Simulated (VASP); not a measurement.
# Rb3Na (Pm-3m) in VASP: single point with LDA

Aim: the single point of Rb3Na with LDA.

Everything below comes from runs of VASP 6.6.1. Logs are shortened: lines on timing, memory, paths and dates and some standing lists are left out, and cuts for length are marked.

## 1. The cell of the first run

The structure is cubic, space group Pm-3m (No. 221). The conventional cell has a = 6.761 Å, b = 6.761 Å, c = 6.761 Å, α = 90.00°, β = 90.00°, γ = 90.00°.

## 2. Single point, LDA

The input, INCAR:

```
  PREC = Accurate
  ENCUT = 520
  EDIFF = 1E-6
  ISMEAR = 1
  SIGMA = 0.1
  LREAL = False
  LASPH = True
  NELM = 80
  ALGO = Normal
  ISIF = 2
  LWAVE = False
  LCHARG = False
  GGA = CA
  NBANDS = 25
```

The input, KPOINTS:

```
regular mesh
0
Gamma
  3 3 3
```

The input, POSCAR:

```
Rb3Na
1.0
    6.7605978500      0.0000000000      0.0000000000
    0.0000000000      6.7605978500      0.0000000000
    0.0000000000      0.0000000000      6.7605978500
Rb Na
3 1
Direct
    0.0000000000      0.4999999993      0.4999999993
    0.4999999993      0.0000000000      0.4999999993
    0.4999999993      0.4999999993      0.0000000000
    0.0000000000      0.0000000000      0.0000000000
```

Potentials or basis: VASP PAW LDA potentials, release 64 (Rb_sv, Na_pv).

Started as:

```
> cat potpaw_LDA.64/Rb_sv/POTCAR potpaw_LDA.64/Na_pv/POTCAR > POTCAR
> mpirun -np 1 vasp_std > vasp.out
```

OUTCAR:

```text
PREC = Accurate
   ENCUT = 520
   EDIFF = 1E-6
   ISMEAR = 1
   LREAL = False
   LASPH = True
   NELM = 80
   ISIF = 2
   GGA = CA

 ion  position               nearest neighbor table
   1  0.000  0.500  0.500-   2 4.78   3 4.78   2 4.78   3 4.78   2 4.78   3 4.78   2 4.78   3 4.78

   2  0.500  0.000  0.500-   1 4.78   3 4.78   1 4.78   3 4.78   1 4.78   3 4.78   1 4.78   3 4.78

   3  0.500  0.500  0.000-   1 4.78   2 4.78   1 4.78   2 4.78   1 4.78   2 4.78   1 4.78   2 4.78

   4  0.000  0.000  0.000-

  LATTYP: Found a simple cubic cell.
 ALAT       =     6.7605978500

  Lattice vectors:

 A1 = (   6.7605978500,   0.0000000000,   0.0000000000)
 A2 = (   0.0000000000,   6.7605978500,   0.0000000000)
 A3 = (   0.0000000000,   0.0000000000,   6.7605978500)

Analysis of symmetry for initial positions (statically):
=====================================================================
 Subroutine PRICEL returns:
 Original cell was already a primitive cell.

 Routine SETGRP: Setting up the symmetry group for a
 simple cubic supercell.

 Subroutine GETGRP returns: Found 48 space group operations
 (whereof 48 operations were pure point group operations)
 out of a pool of 48 trial point group operations.

The static configuration has the point symmetry O_h .

Analysis of symmetry for dynamics (positions and initial velocities):
=====================================================================
 Subroutine PRICEL returns:
 Original cell was already a primitive cell.

 Routine SETGRP: Setting up the symmetry group for a
 simple cubic supercell.

 Subroutine GETGRP returns: Found 48 space group operations
 (whereof 48 operations were pure point group operations)
 out of a pool of 48 trial point group operations.

The dynamic configuration has the point symmetry O_h .

 Subroutine INISYM returns: Found 48 space group operations
 (whereof 48 operations are pure point group operations),
 and found     1 'primitive' translations

----------------------------------------------------------------------------------------

                                     Primitive cell

  volume of cell :     308.9977

  direct lattice vectors                    reciprocal lattice vectors
     6.760597850  0.000000000  0.000000000     0.147915912  0.000000000  0.000000000
     0.000000000  6.760597850  0.000000000     0.000000000  0.147915912  0.000000000
     0.000000000  0.000000000  6.760597850     0.000000000  0.000000000  0.147915912

  length of vectors
     6.760597850  6.760597850  6.760597850     0.147915912  0.147915912  0.147915912

  position of ions in fractional coordinates (direct lattice)
     0.000000000  0.499999999  0.499999999
     0.499999999  0.000000000  0.499999999
     0.499999999  0.499999999  0.000000000
     0.000000000  0.000000000  0.000000000

  ion indices of the primitive-cell ions
   primitive index   ion index
                 1           1
                 2           2
                 3           3
                 4           4

----------------------------------------------------------------------------------------

 KPOINTS: regular mesh

Automatic generation of k-mesh.
 Grid dimensions read from file:
 generate k-points for:    3    3    3

 Generating k-lattice:

  Cartesian coordinates                     Fractional coordinates (reciprocal lattice)
     0.049305304  0.000000000  0.000000000     0.333333333  0.000000000  0.000000000
     0.000000000  0.049305304  0.000000000     0.000000000  0.333333333  0.000000000
     0.000000000  0.000000000  0.049305304     0.000000000  0.000000000  0.333333333

  Length of vectors
     0.049305304  0.049305304  0.049305304

  Shift w.r.t. Gamma in fractional coordinates (k-lattice)
     0.000000000  0.000000000  0.000000000

 Subroutine IBZKPT returns following result:
 ===========================================

 Found      4 irreducible k-points:

 Following reciprocal coordinates:
            Coordinates               Weight
  0.000000  0.000000  0.000000      1.000000
  0.333333  0.000000  0.000000      6.000000
  0.333333  0.333333  0.000000     12.000000
  0.333333  0.333333  0.333333      8.000000
   k-points           NKPTS =      4   k-points in BZ     NKDIM =      4   number of bands    NBANDS=     25
   number of dos      NEDOS =    301   number of ions     NIONS =      4
   total plane-waves  NPLWV = 125000
   dimension x,y,z NGX =    50 NGY =   50 NGZ =   50
   dimension x,y,z NGXF=   100 NGYF=  100 NGZF=  100
   ions per type =               3   1
   NGX,Y,Z   is equivalent  to a cutoff of  12.30, 12.30, 12.30 a.u.
   NGXF,Y,Z  is equivalent  to a cutoff of  24.59, 24.59, 24.59 a.u.
 SYSTEM =  unknown system
   PREC   = accura    normal or accurate (medium, high low for compatibility)
   ISTART =      0    job   : 0-new  1-cont  2-samecut
   ICHARG =      2    charge: 1-file 2-atom 10-const
   ISPIN  =      1    spin polarized calculation?
   LNONCOLLINEAR =      F non collinear calculations
   LSORBIT =      F    spin-orbit coupling
   LASPH  =      T    aspherical Exc in radial PAW
   ENCUT  =  520.0 eV  38.22 Ry    6.18 a.u.  12.57 12.57 12.57*2*pi/ulx,y,z
   NELM   =     80;   NELMIN=  2; NELMDL= -5     # of ELM steps
   EDIFF  = 0.1E-05   stopping-criterion for ELM
   LREAL  =      F    real-space projection
[... 7 lines left out ...]
   TEBEG  =    0.0;   TEEND  =   0.0 temperature during run
   PSTRESS=    0.0 pullay stress
   NELECT =      34.0000    total number of electrons
   NUPDOWN=      -1.0000    fix difference up-down
   EMIN   =  10.00;   EMAX   =-10.00  energy-range for DOS
   EFERMI =   0.00;   METHOD = LEGACY
   ISMEAR =     1;   SIGMA  =   0.10  broadening in eV -4-tet -1-fermi 0-gaus
   EFERMI_NEDOS =   21; number of points for ismear=-14 and -15
   IALGO  =     38    algorithm
   IMIX   =      4    mixing-type and parameters
     AMIX     =   0.40;   BMIX     =  1.00
     AMIX_MAG =   1.60;   BMIX_MAG =  1.00
  volume/ion in A,a.u.               =      77.25       521.30
  Fermi-wavevector in a.u.,A,eV,Ry     =   0.784481  1.482455  8.373178  0.615411
  Thomas-Fermi vector in A             =   1.888623
   LORBIT       =      0    0 simple, 1 ext, 2 COOP (PROOUT), +10 PAW based schemes
   GGA     = CA    functional components
   LHFCALC =     F    Hartree Fock is set to
   AEXX    =    0.0000 exact exchange contribution
   IVDW    =     0    specifies the selected vdW correction
   LEPSILON=     F    determine dielectric tensor
   LRPA    =     F    only Hartree local field effects (RPA)
 non-spin polarized calculation
 Methfessel and Paxton  Order N= 1 SIGMA  =   0.10
  energy-cutoff  :      520.00
  volume of cell :      309.00
 maximum number of plane-waves:      8385
 NGX is ok and might be reduce to    50
   NGX = 25   NGY = 25   NGZ = 25

 number of electron      33.9999987 magnetization

 Free energy of the ion-electron system (eV)
  ---------------------------------------------------
  ext. energy  EPLUGINS =         0.00000000
  ---------------------------------------------------
  free energy    TOTEN  =        -4.29291274 eV

  energy without entropy =       -4.27982916  energy(sigma->0) =       -4.28855154

 E-fermi :  -0.2773     XC(G=0):  -5.8350

 val. band max:       -0.2826998603   @ k =   0.3333   0.3333   0.0000
 cond. band min:      -0.2467439986   @ k =   0.3333   0.3333   0.3333
 fundamental gap:      0.0359558617
 Fermi energy:        -0.2773064313

 k-point     1 :       0.0000    0.0000    0.0000
  band No.  band energies     occupation
      1     -28.9481      2.00000
      2     -28.9396      2.00000
      3     -28.9396      2.00000
      4     -25.3974      2.00000
      5     -25.3974      2.00000
      6     -25.3974      2.00000
      7     -13.1541      2.00000
      8     -13.1541      2.00000
      9     -13.1541      2.00000
     10     -13.0781      2.00000
     11     -13.0781      2.00000
     12     -13.0781      2.00000
     13     -13.0432      2.00000
     14     -13.0432      2.00000
     15     -13.0432      2.00000
     16      -2.3462      2.00000
     17       0.1379     -0.00000
     18       0.8664     -0.00000
     19       0.8664     -0.00000
     20       1.3212     -0.00000
     21       1.3212     -0.00000
     22       1.3212     -0.00000
     23       1.9562      0.00000
     24       1.9562      0.00000
     25       1.9562      0.00000

 k-point     2 :       0.3333    0.0000    0.0000
  band No.  band energies     occupation
      1     -28.9463      2.00000
      2     -28.9414      2.00000
      3     -28.9396      2.00000
      4     -25.3974      2.00000
      5     -25.3974      2.00000
      6     -25.3974      2.00000
      7     -13.1401      2.00000
      8     -13.1401      2.00000
      9     -13.1285      2.00000
     10     -13.0838      2.00000
     11     -13.0838      2.00000
     12     -13.0794      2.00000
     13     -13.0730      2.00000
     14     -13.0517      2.00000
     15     -13.0517      2.00000
     16      -1.9045      2.00000
     17      -0.7158      2.00000
     18       0.7131     -0.00000
     19       1.2866     -0.00000
     20       1.2866     -0.00000
     21       1.3244     -0.00000
     22       1.8863      0.00000
     23       1.8863      0.00000
     24       2.1958      0.00000
     25       2.4567      0.00000

 k-point     3 :       0.3333    0.3333    0.0000
  band No.  band energies     occupation
      1     -28.9449      2.00000
      2     -28.9418      2.00000
      3     -28.9408      2.00000
      4     -25.3974      2.00000
      5     -25.3974      2.00000
      6     -25.3974      2.00000
      7     -13.1504      2.00000
      8     -13.1237      2.00000
      9     -13.1205      2.00000
     10     -13.1019      2.00000
     11     -13.0851      2.00000
     12     -13.0823      2.00000
     13     -13.0671      2.00000
     14     -13.0590      2.00000
     15     -13.0462      2.00000
     16      -1.4896      2.00000
     17      -0.4059      2.06985
     18      -0.2827      1.09114
     19       0.6469     -0.00000
     20       1.3567     -0.00000
     21       1.4723     -0.00000
     22       1.8746      0.00000
     23       2.2074      0.00000
     24       2.2519      0.00000
     25       2.4461      0.00000

 k-point     4 :       0.3333    0.3333    0.3333
  band No.  band energies     occupation
      1     -28.9439      2.00000
      2     -28.9417      2.00000
      3     -28.9417      2.00000
      4     -25.3974      2.00000
      5     -25.3974      2.00000
      6     -25.3974      2.00000
      7     -13.1790      2.00000
      8     -13.1245      2.00000
      9     -13.1245      2.00000
     10     -13.1236      2.00000
     11     -13.0722      2.00000
     12     -13.0722      2.00000
     13     -13.0502      2.00000
     14     -13.0461      2.00000
     15     -13.0461      2.00000
     16      -1.1176      2.00000
     17      -0.2467      0.50853
     18       0.0854     -0.00000
     19       0.0854     -0.00000
     20       0.8319     -0.00000
     21       1.0750     -0.00000
     22       1.0750     -0.00000
     23       1.7379      0.00000
     24       2.9092      0.00000
     25       2.9143      0.00000

------------------------ aborting loop because EDIFF is reached ----------------------------------------

  FORCE on cell =-STRESS in cart. coord.  units (eV):
  Direction    XX          YY          ZZ          XY          YZ          ZX
  --------------------------------------------------------------------------------------
  -------------------------------------------------------------------------------------
  Total       -0.9270744     -0.9270744     -0.9270744      0.0000000      0.0000000      0.0000000
  in kB       -4.8069529     -4.8069529     -4.8069529      0.0000000      0.0000000      0.0000000
  external PRESSURE =      -4.8069529 kB  Pullay stress =       0.0000000 kB

 VOLUME and BASIS-vectors are now :
 -----------------------------------------------------------------------------
  energy-cutoff  :      520.00
  volume of cell :      309.00
      direct lattice vectors                 reciprocal lattice vectors
     6.760597850  0.000000000  0.000000000     0.147915912  0.000000000  0.000000000
     0.000000000  6.760597850  0.000000000     0.000000000  0.147915912  0.000000000
     0.000000000  0.000000000  6.760597850     0.000000000  0.000000000  0.147915912

 POSITION                                       TOTAL-FORCE (eV/Angst)
 -----------------------------------------------------------------------------------
      0.00000      3.38030      3.38030         0.000000      0.000000      0.000000
      3.38030      0.00000      3.38030         0.000000      0.000000      0.000000
      3.38030      3.38030      0.00000         0.000000      0.000000      0.000000
      0.00000      0.00000      0.00000         0.000000      0.000000      0.000000
 -----------------------------------------------------------------------------------
    total drift:                                0.000006      0.000006      0.000006

  FREE ENERGIE OF THE ION-ELECTRON SYSTEM (eV)
  ---------------------------------------------------
  free  energy   TOTEN  =        -4.2929127354 eV

  energy  without entropy=       -4.2798291602  energy(sigma->0) =       -4.28855154
```

It took 14 s on 1 thread of Intel Xeon 6975P-C (Granite Rapids), shared host; peak memory 0.27 GiB.

Results:

```yaml
Free_energy: -4.2929 eV
Pressure: -0.5 GPa
Band_gap_on_the_k_mesh: zero (band 17 reaches 0.14 eV, above the bottom of band 18 at -0.28 eV)
```
